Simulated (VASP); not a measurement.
# O in VASP: a series of runs

O is run at these levels: PBE; tasks: single point.

All numbers are computed with VASP 6.6.1; they aren't measurements. Logs are shortened: lines on timing, memory, paths and dates and some standing lists are left out, and cuts for length are marked.

## Step 1: The cell of the first run

The cell holds a disordered packing, 12 atoms: a = 6.088 Å, b = 6.088 Å, c = 6.088 Å, α = 90.00°, β = 90.00°, γ = 90.00°.

## Step 2: Single point, PBE, collinear spin, ferromagnetic start

INCAR

```
SYSTEM = O
PREC = Accurate
ENCUT = 910
EDIFF = 1E-6
ISMEAR = -1
SIGMA = 0.05
LREAL = .FALSE.
LASPH = .TRUE.
NELM = 200
ALGO = Normal
ISIF = 2
LWAVE = .FALSE.
LCHARG = .FALSE.
ISPIN = 2
MAGMOM = 1 1 1 1 1 1 1 1 1 1 1 1
LORBIT = 11
GGA = PE
NBANDS = 52
GGA_COMPAT = .FALSE.
```

KPOINTS

```
Automatic mesh
0
G
  1 1 1
  0 0 0
```

POSCAR

```
O
1.0
    6.0876040000      0.0000000000      0.0000000000
    0.0000000000      6.0876040000      0.0000000000
    0.0000000000      0.0000000000      6.0876040000
O
12
Direct
    0.2146164567      0.2944836754      0.5652141631
    0.1204414742      0.2957156872      0.3889379138
    0.6521284893      0.6130490748      0.6810068460
    0.5916777767      0.7855964350      0.6091066370
    1.0003114526      0.7481925565      0.4214958792
    0.9469407011      0.8766996014      0.2761677665
    0.2031012530      0.6968423045      0.0473256802
    0.3521746815      0.8175794615      0.1117188306
    0.8958697051      0.2026577287      0.8235095450
    0.7978179921      0.0885077282      0.9406820812
    0.7176222369      0.4382348129      0.1365397618
    0.5223894327      0.3854225735      0.1432911865
```

Potentials or basis: VASP PAW PBE potentials, release 64 (O_h).

Run with:

```
> cat potpaw_PBE.64/O_h/POTCAR > POTCAR
> mpirun -np 1 vasp_gam > vasp.out
```

OUTCAR:

```text
SYSTEM = O
   PREC = Accurate
   ENCUT = 910
   EDIFF = 1E-6
   ISMEAR = -1
   LREAL = .FALSE.
   LASPH = .TRUE.
   NELM = 200
   ISIF = 2
   ISPIN = 2
   LORBIT = 11
   GGA = PE

 ion  position               nearest neighbor table
   1  0.215  0.294  0.565-   2 1.22
   2  0.120  0.296  0.389-   1 1.22
   3  0.652  0.613  0.681-   4 1.20
   4  0.592  0.786  0.609-   3 1.20
   5  0.000  0.748  0.421-   6 1.22
   6  0.947  0.877  0.276-   5 1.22
   7  0.203  0.697  0.047-   8 1.23
   8  0.352  0.818  0.112-   7 1.23
   9  0.896  0.203  0.824-  10 1.16
  10  0.798  0.089  0.941-   9 1.16
  11  0.718  0.438  0.137-  12 1.23
  12  0.522  0.385  0.143-  11 1.23

  LATTYP: Found a simple cubic cell.
 ALAT       =     6.0876040000

  Lattice vectors:

 A1 = (   6.0876040000,   0.0000000000,   0.0000000000)
 A2 = (   0.0000000000,   6.0876040000,   0.0000000000)
 A3 = (   0.0000000000,   0.0000000000,   6.0876040000)

Analysis of symmetry for initial positions (statically):
=====================================================================
 Subroutine PRICEL returns:
 Original cell was already a primitive cell.

 Routine SETGRP: Setting up the symmetry group for a
 simple cubic supercell.

 Subroutine GETGRP returns: Found  1 space group operations
 (whereof  1 operations were pure point group operations)
 out of a pool of 48 trial point group operations.

The static configuration has the point symmetry C_1 .

Analysis of symmetry for dynamics (positions and initial velocities):
=====================================================================
 Subroutine PRICEL returns:
 Original cell was already a primitive cell.

 Routine SETGRP: Setting up the symmetry group for a
 simple cubic supercell.

 Subroutine GETGRP returns: Found  1 space group operations
 (whereof  1 operations were pure point group operations)
 out of a pool of 48 trial point group operations.

The dynamic configuration has the point symmetry C_1 .

Analysis of structural, dynamic, and magnetic symmetry:
=====================================================================
 Subroutine PRICEL returns:
 Original cell was already a primitive cell.

 Routine SETGRP: Setting up the symmetry group for a
 simple cubic supercell.

 Subroutine GETGRP returns: Found  1 space group operations
 (whereof  1 operations were pure point group operations)
 out of a pool of 48 trial point group operations.

The overall configuration has the point symmetry C_1 .

 Subroutine INISYM returns: Found  1 space group operations
 (whereof  1 operations are pure point group operations),
 and found     1 'primitive' translations

----------------------------------------------------------------------------------------

                                     Primitive cell

  volume of cell :     225.6000

  direct lattice vectors                    reciprocal lattice vectors
     6.087604000  0.000000000  0.000000000     0.164268241  0.000000000  0.000000000
     0.000000000  6.087604000  0.000000000     0.000000000  0.164268241  0.000000000
     0.000000000  0.000000000  6.087604000     0.000000000  0.000000000  0.164268241

  length of vectors
     6.087604000  6.087604000  6.087604000     0.164268241  0.164268241  0.164268241

  position of ions in fractional coordinates (direct lattice)
     0.214616457  0.294483675  0.565214163
     0.120441474  0.295715687  0.388937914
     0.652128489  0.613049075  0.681006846
     0.591677777  0.785596435  0.609106637
     0.000311453  0.748192557  0.421495879
     0.946940701  0.876699601  0.276167767
     0.203101253  0.696842305  0.047325680
     0.352174682  0.817579462  0.111718831
     0.895869705  0.202657729  0.823509545
     0.797817992  0.088507728  0.940682081
     0.717622237  0.438234813  0.136539762
     0.522389433  0.385422574  0.143291187

  ion indices of the primitive-cell ions
   primitive index   ion index
                 1           1
                 2           2
                 3           3
                 4           4
                 5           5
                 6           6
                 7           7
                 8           8
                 9           9
                10          10
                11          11
                12          12

----------------------------------------------------------------------------------------

 KPOINTS: Automatic mesh

Automatic generation of k-mesh.
 Grid dimensions read from file:
 generate k-points for:    1    1    1

 Generating k-lattice:

  Cartesian coordinates                     Fractional coordinates (reciprocal lattice)
     0.164268241  0.000000000  0.000000000     1.000000000  0.000000000  0.000000000
     0.000000000  0.164268241  0.000000000     0.000000000  1.000000000  0.000000000
     0.000000000  0.000000000  0.164268241     0.000000000  0.000000000  1.000000000

  Length of vectors
     0.164268241  0.164268241  0.164268241

  Shift w.r.t. Gamma in fractional coordinates (k-lattice)
     0.000000000  0.000000000  0.000000000

 Subroutine IBZKPT returns following result:
 ===========================================

 Found      1 irreducible k-points:

 Following reciprocal coordinates:
            Coordinates               Weight
  0.000000  0.000000  0.000000      1.000000
   k-points           NKPTS =      1   k-points in BZ     NKDIM =      1   number of bands    NBANDS=     52
   number of dos      NEDOS =    301   number of ions     NIONS =     12
   total plane-waves  NPLWV = 216000
   dimension x,y,z NGX =    60 NGY =   60 NGZ =   60
   dimension x,y,z NGXF=   120 NGYF=  120 NGZF=  120
   ions per type =              12
   NGX,Y,Z   is equivalent  to a cutoff of  16.39, 16.39, 16.39 a.u.
   NGXF,Y,Z  is equivalent  to a cutoff of  32.77, 32.77, 32.77 a.u.
 SYSTEM =  O
   PREC   = accura    normal or accurate (medium, high low for compatibility)
   ISTART =      0    job   : 0-new  1-cont  2-samecut
   ICHARG =      2    charge: 1-file 2-atom 10-const
   ISPIN  =      2    spin polarized calculation?
   LNONCOLLINEAR =      F non collinear calculations
   LSORBIT =      F    spin-orbit coupling
   LASPH  =      T    aspherical Exc in radial PAW
   ENCUT  =  910.0 eV  66.88 Ry    8.18 a.u.  14.97 14.97 14.97*2*pi/ulx,y,z
   NELM   =    200;   NELMIN=  2; NELMDL= -5     # of ELM steps
   EDIFF  = 0.1E-05   stopping-criterion for ELM
   LREAL  =      F    real-space projection
   EDIFFG = 0.1E-04   stopping-criterion for IOM
   NSW    =      0    number of steps for IOM
   IBRION =     -1    ionic relax: 0-MD 1-quasi-New 2-CG
   NFREE  =      0    steps in history (QN), initial steepest desc. (CG)
   ISIF   =      2    stress and relaxation
   ISYM   =      2    0-nonsym 1-usesym 2-fastsym
   POTIM  = 0.5000    time-step for ionic-motion
   TEBEG  =    0.0;   TEEND  =   0.0 temperature during run
   PSTRESS=    0.0 pullay stress
   NELECT =      72.0000    total number of electrons
   NUPDOWN=      -1.0000    fix difference up-down
   EMIN   =  10.00;   EMAX   =-10.00  energy-range for DOS
   EFERMI =   0.00;   METHOD = LEGACY
   ISMEAR =    -1;   SIGMA  =   0.05  broadening in eV -4-tet -1-fermi 0-gaus
   EFERMI_NEDOS =   21; number of points for ismear=-14 and -15
   IALGO  =     38    algorithm
   IMIX   =      4    mixing-type and parameters
     AMIX     =   0.40;   BMIX     =  1.00
     AMIX_MAG =   1.60;   BMIX_MAG =  1.00
  volume/ion in A,a.u.               =      18.80       126.87
  Fermi-wavevector in a.u.,A,eV,Ry     =   1.118766  2.114161 17.029561  1.251637
  Thomas-Fermi vector in A             =   2.255400
   LORBIT       =     11    0 simple, 1 ext, 2 COOP (PROOUT), +10 PAW based schemes
   GGA     = PE    functional components
   LHFCALC =     F    Hartree Fock is set to
   AEXX    =    0.0000 exact exchange contribution
   IVDW    =     0    specifies the selected vdW correction
   LEPSILON=     F    determine dielectric tensor
   LRPA    =     F    only Hartree local field effects (RPA)
 spin polarized calculation
  energy-cutoff  :      910.00
  volume of cell :      225.60
 maximum number of plane-waves:      6999
 NGX is ok and might be reduce to    60
   NGX = 29   NGY = 29   NGZ = 29

 number of electron      71.9999995 magnetization      11.9999801

 Free energy of the ion-electron system (eV)
  ---------------------------------------------------
  ext. energy  EPLUGINS =         0.00000000
  ---------------------------------------------------
  free energy    TOTEN  =       -59.37097484 eV

  energy without entropy =      -59.37096231  energy(sigma->0) =      -59.37096858

 E-fermi :  -1.3787     XC(G=0):  -6.9265

 val. band max:       -1.9629850870   @ k =   0.0000   0.0000   0.0000
 cond. band min:      -0.8016007054   @ k =   0.0000   0.0000   0.0000
 fundamental gap:      1.1613843816
 Fermi energy:        -1.3786576710

 spin component 1

 k-point     1 :       0.0000    0.0000    0.0000
  band No.  band energies     occupation
      1     -29.6933      1.00000
      2     -28.9657      1.00000
      3     -28.4530      1.00000
      4     -28.3934      1.00000
      5     -28.1801      1.00000
      6     -28.1034      1.00000
[... 40 lines left out ...]
     47       7.0042      0.00000
     48       7.2171      0.00000
 Fermi energy:        -1.3786576710

 spin component 2

 k-point     1 :       0.0000    0.0000    0.0000
  band No.  band energies     occupation
      1     -28.5528      1.00000
      2     -27.7954      1.00000
      3     -27.2597      1.00000
      4     -27.2003      1.00000
      5     -26.9783      1.00000
      6     -26.9001      1.00000
[... 40 lines left out ...]
     47       7.5071      0.00000
     48       7.8836      0.00000
 [bands above 48 left out]

------------------------ aborting loop because EDIFF is reached ----------------------------------------

  FORCE on cell =-STRESS in cart. coord.  units (eV):
  Direction    XX          YY          ZZ          XY          YZ          ZX
  --------------------------------------------------------------------------------------
  -------------------------------------------------------------------------------------
  Total        3.1307035      5.3911487      5.0952340     -0.5417831     -2.0365851     -3.9478569
  in kB       22.2337817     38.2871214     36.1855795     -3.8476616    -14.4635186    -28.0370817
  external PRESSURE =      32.2354942 kB  Pullay stress =       0.0000000 kB

 VOLUME and BASIS-vectors are now :
 -----------------------------------------------------------------------------
  energy-cutoff  :      910.00
  volume of cell :      225.60
      direct lattice vectors                 reciprocal lattice vectors
     6.087604000  0.000000000  0.000000000     0.164268241  0.000000000  0.000000000
     0.000000000  6.087604000  0.000000000     0.000000000  0.164268241  0.000000000
     0.000000000  0.000000000  6.087604000     0.000000000  0.000000000  0.164268241

 POSITION                                       TOTAL-FORCE (eV/Angst)
 -----------------------------------------------------------------------------------
      1.30650      1.79270      3.44080         0.339447      0.067053     -0.066541
      0.73320      1.80020      2.36770        -0.016484     -0.016733     -0.053076
      3.96990      3.73200      4.14570         0.394595     -1.482474      0.660349
      3.60190      4.78240      3.70800        -0.690951      1.454934     -0.588516
      0.00190      4.55470      2.56590        -0.103750      0.471495     -0.222576
      5.76460      5.33700      1.68120        -0.371907     -0.139466      0.984130
      1.23640      4.24210      0.28810         1.209886      0.335591     -0.348955
      2.14390      4.97710      0.68010        -0.597674     -0.501028     -0.430692
      5.45370      1.23370      5.01320         2.482854      2.740356     -3.027957
      4.85680      0.53880      5.72650        -2.519913     -3.222618      2.653874
      4.36860      2.66780      0.83120        -1.083891      0.121525      0.376113
      3.18010      2.34630      0.87230         0.957789      0.171364      0.063846
 -----------------------------------------------------------------------------------
    total drift:                               -0.000473     -0.000916      0.002124

  FREE ENERGIE OF THE ION-ELECTRON SYSTEM (eV)
  ---------------------------------------------------
  free  energy   TOTEN  =       -59.3709748370 eV

  energy  without entropy=      -59.3709623136  energy(sigma->0) =      -59.37096858

 total charge

# of ion       s       p       d       tot
------------------------------------------
    1        1.090   2.222   0.000   3.313
    2        1.091   2.223   0.000   3.314
    3        1.088   2.239   0.000   3.327
    4        1.088   2.240   0.000   3.328
    5        1.091   2.220   0.000   3.311
    6        1.094   2.217   0.000   3.312
    7        1.094   2.212   0.000   3.306
    8        1.091   2.212   0.000   3.303
    9        1.086   2.273   0.000   3.359
   10        1.086   2.274   0.000   3.360
   11        1.093   2.213   0.000   3.306
   12        1.092   2.211   0.000   3.304
--------------------------------------------------
tot         13.084  26.758   0.000  39.842

 magnetization (x)

# of ion       s       p       d       tot
------------------------------------------
    1        0.014   0.608   0.000   0.622
    2        0.015   0.609   0.000   0.624
    3        0.014   0.607   0.000   0.622
    4        0.014   0.606   0.000   0.619
    5        0.013   0.603   0.000   0.617
    6        0.015   0.616   0.000   0.631
    7        0.014   0.618   0.000   0.632
    8        0.013   0.600   0.000   0.613
    9        0.014   0.600   0.000   0.614
   10        0.013   0.608   0.000   0.621
   11        0.014   0.613   0.000   0.627
   12        0.014   0.605   0.000   0.619
--------------------------------------------------
tot          0.167   7.293   0.000   7.460
```

It took 57 s on 1 thread of AMD EPYC 7R43 (Zen 3), shared host; peak memory 0.54 GiB.

What came out:

- Free energy: -59.3710 eV
- Pressure: 3.2 GPa
- Largest force: 4.876 eV/Å
- Net moment: 12.00 μB per cell
- Site moments: O +0.62, +0.63, +0.61 (each value once) μB
- Valence electrons inside the program's atomic spheres: O 3.31, 3.33, 3.30, 3.36 (each value once)

Forces on the atoms (eV/Å):
```
O    0.339  0.067 -0.067
O   -0.016 -0.017 -0.053
O    0.395 -1.482  0.660
O   -0.691  1.455 -0.589
O   -0.104  0.471 -0.223
O   -0.372 -0.139  0.984
O    1.210  0.336 -0.349
O   -0.598 -0.501 -0.431
O    2.483  2.740 -3.028
O   -2.520 -3.223  2.654
O   -1.084  0.122  0.376
O    0.958  0.171  0.064
```

Caveat: the k points lie up to 1.03 Å⁻¹ apart; the cutoff is under 1.25 times the usual one of these potentials, so pressure, stress and relaxed cells hold a basis-set (Pulay) error; the atoms stand as in a frame of molecular dynamics.

## Step 3: Single point, PBE, collinear spin, ferromagnetic start

INCAR

```
SYSTEM = O
  PREC = Accurate
  ENCUT = 910
  EDIFF = 1E-6
  ISMEAR = -1
  SIGMA = 0.05
  LREAL = .False.
  LASPH = .True.
  NELM = 200
  ALGO = Normal
  ISIF = 2
  LWAVE = .False.
  LCHARG = .False.
  ISPIN = 2
  MAGMOM = 1 1 1 1 1 1 1 1 1 1 1 1
  LORBIT = 11
  GGA = PE
  NBANDS = 52
  GGA_COMPAT = .False.
```

KPOINTS

```
regular mesh
0
Gamma
  1 1 1
  0 0 0
```

POSCAR

```
O
1.0
    6.0876040000      0.0000000000      0.0000000000
    0.0000000000      6.0876040000      0.0000000000
    0.0000000000      0.0000000000      6.0876040000
O
12
Direct
    0.2086991936      0.3783333757      0.5934345767
    0.1964162311      0.2787516243      0.4201471515
    0.6006165762      0.6770383790      0.6265404263
    0.4653325646      0.7981183073      0.5426943111
    0.8709780318      0.8772771231      0.2588084593
    1.0058931800      0.8040416944      0.3870275411
    0.3079673781      0.6580059254      0.0365393593
    0.3597351878      0.8514489347      0.0316024625
    0.9282816650      0.0472566710      0.8173823023
    0.7794159466      0.1421437924      0.7231598188
    0.7806905496      0.4240030807      0.1106640126
    0.6543136958      0.3230838918      0.2289344785
```

Potentials or basis: VASP PAW PBE potentials, release 64 (O_h).

Run with:

```
> cat potpaw_PBE.64/O_h/POTCAR > POTCAR
> mpirun -np 1 vasp_gam > vasp.out
```

Wall time 44 s (1 thread of Intel Xeon 6975P-C (Granite Rapids), shared host); peak memory 0.58 GiB.

It converged, with:

| Item | Value |
| --- | --- |
| Free energy | -60.1305 eV |
| Pressure | 0.7 GPa |
| Largest force | 0.107 eV/Å |
| Net moment | 12.00 μB per cell |
| Site moments | O +0.62 μB |
| Valence electrons inside the program's atomic spheres | O 3.31 |

Forces on the atoms (eV/Å):
```
O    0.009 -0.027 -0.041
O    0.010  0.009  0.031
O    0.006 -0.026  0.013
O   -0.009 -0.016 -0.015
O    0.028  0.007  0.004
O   -0.001  0.002  0.002
O    0.002  0.063 -0.012
O   -0.012 -0.042  0.001
O   -0.027  0.015  0.001
O    0.010 -0.007  0.003
O   -0.067 -0.027  0.080
O    0.052  0.048 -0.066
```

Stress tensor (GPa, compression positive):
```
 0.71  0.18 -0.29
 0.18  0.46  0.13
-0.29  0.13  0.86
```

Levels at points of the mesh, in eV from the Fermi level:
Spin up:
```tsv
k point	band 40	band 41	band 42	band 43	band 44	band 45
(0.00, 0.00, 0.00)	-0.95	-0.91	-0.85	6.01	7.22	7.78
```
Spin down:
```tsv
k point	band 26	band 27	band 28	band 29	band 30	band 31	band 32	band 33	band 34	band 35
(0.00, 0.00, 0.00)	-5.69	-5.57	-5.36	-5.25	-5.12	0.85	0.88	1.03	1.11	1.17
```

Caveat: the k points lie up to 1.03 Å⁻¹ apart; the cutoff is under 1.25 times the usual one of these potentials, so pressure, stress and relaxed cells hold a basis-set (Pulay) error.
